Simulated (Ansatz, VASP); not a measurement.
# One calculation of LiCl, two programs

File POSCAR:

```
LiCl
1.0
    0.0000000000      2.5560252063      2.5560252063
    2.5560252063      0.0000000000      2.5560252063
    2.5560252063      2.5560252063      0.0000000000
Li Cl
1 1
Direct
    0.0000000000      0.0000000000      0.0000000000
    0.5000000000      0.5000000000      0.5000000000
```

Contents of INCAR.step1:

```
SYSTEM = LiCl
PREC     = Accurate       ! precision mode
ENCUT    = 520            ! plane-wave cutoff, eV
ISMEAR   = 0              ! smearing method
SIGMA    = 0.01           ! smearing width, eV
LREAL    = .FALSE.        ! projectors in reciprocal space
LASPH    = .TRUE.         ! aspherical terms in the spheres
NELM     = 80             ! most SCF steps
NBANDS   = 12             ! bands
ISYM     = 0            
GGA      = PE             ! functional
ALGO     = Normal         ! electronic algorithm
EDIFF    = 1E-4           ! SCF threshold, eV
LWAVE    = .TRUE.         ! write WAVECAR
LCHARG   = .FALSE.        ! write CHGCAR
```

Contents of INCAR.step2:

```
SYSTEM = LiCl
PREC     = Accurate       ! precision mode
ENCUT    = 520            ! plane-wave cutoff, eV
EDIFF    = 1E-6           ! SCF threshold, eV
ISMEAR   = 0              ! smearing method
SIGMA    = 0.01           ! smearing width, eV
LREAL    = .FALSE.        ! projectors in reciprocal space
LASPH    = .TRUE.         ! aspherical terms in the spheres
NELM     = 80             ! most SCF steps
ALGO     = Normal         ! electronic algorithm
ISIF     = 2              ! what is computed and relaxed
LWAVE    = .FALSE.        ! write WAVECAR
LCHARG   = .FALSE.        ! write CHGCAR
METAGGA  = R2SCAN         ! meta-GGA
LMIXTAU  = .TRUE.       
NBANDS   = 12             ! bands
ISYM     = 0            
ISTART   = 1
```

File KPOINTS:

```
regular mesh
0
G
  6 6 6
  0 0 0
```

Input for Ansatz:

```yaml
crystal:
  lattice:
    - [0.0, 2.5560252063, 2.5560252063]
    - [2.5560252063, 0.0, 2.5560252063]
    - [2.5560252063, 2.5560252063, 0.0]
  atoms:
    - { symbol: Li, position: [0.0, 0.0, 0.0] }
    - { symbol: Cl, position: [0.5, 0.5, 0.5] }
  symmetry: { detect: false }
kpoints:
  mp_grid: { grid: [6, 6, 6] }
hamiltonian:
  xc: r2scan
scf:
  occupations: { method: fixed }
  n_extra_bands: 4
output:
  forces: true
  stress: true
  eigenvalues: true
```

Alike in both runs: task single point; functional r2SCAN; k mesh 6 × 6 × 6; no spin polarisation.

```csv
,VASP,Ansatz
version,VASP 6.6.1,Ansatz 0.2.0
potentials or method,"VASP PAW PBE potentials, release 64 (Li_sv, Cl)",plane waves
plane-wave cutoff (eV),520,500
occupations,"gaussian, width 0.01 eV",fixed
valence electrons in the cell,10,10
```

Ansatz gave:

```
gap on the k mesh at the Fermi level (eV) : 7.29
```

What did VASP give for the same quantities?

gap on the k mesh at the Fermi level (eV): 7.36.

VASP's potentials were made for PBE, not for r2SCAN.

Noted on VASP's run: the cutoff is short for stress, so the pressure is rough.
